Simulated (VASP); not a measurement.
Crystal: Mn.

```
CELL_PARAMETERS angstrom
0.00000 1.89872 1.89872
1.89872 0.00000 1.89872
1.89872 1.89872 0.00000
ATOMIC_POSITIONS crystal
Mn 0.00000 0.00000 0.00000
```

- Program: VASP 6.6.1
- Task: relaxation of cell and atoms
- Functional: r2SCAN
- Potentials or basis: VASP PAW PBE potentials, release 64 (Mn_pv)
- Cutoff: 600 eV
- k mesh: 8 × 8 × 8
- Occupations: gaussian, width 0.1 eV
- Spin: collinear spin, ferromagnetic start
- Starting moments: [4.0] μB

At the start: pressure 13.9 GPa; volume 13.69 Å³/atom.

**Question.** How do energy, volume and symmetry change on relaxing?

**Answer.** Over 3 steps the energy falls by 53.0 meV/atom and the volume is 15.04 Å³/atom (+9.8 %); space group Fm-3m (No. 225, to 0.05 Å); moment 3.70 μB per cell.

The path:
| step | energy change (eV) | largest force (eV/Å) | pressure (GPa) | volume (Å³) |
| --- | --- | --- | --- | --- |
| 1 | 0.0000 | 0.0000 | 13.87 | 13.69 |
| 2 | -0.0301 | 0.0000 | -4.88 | 16.18 |
| 3 | -0.0530 | 0.0000 | -0.07 | 15.04 |

Final structure:
```xyz
1
Lattice="0.0000 1.9590 1.9590 1.9590 0.0000 1.9590 1.9590 1.9590 0.0000" Properties=species:S:1:pos:R:3 pbc="T T T"
Mn    0.0000    0.0000    0.0000
```

Caveat: the PAW data sets were made with another functional, which shifts forces and pressure a little.
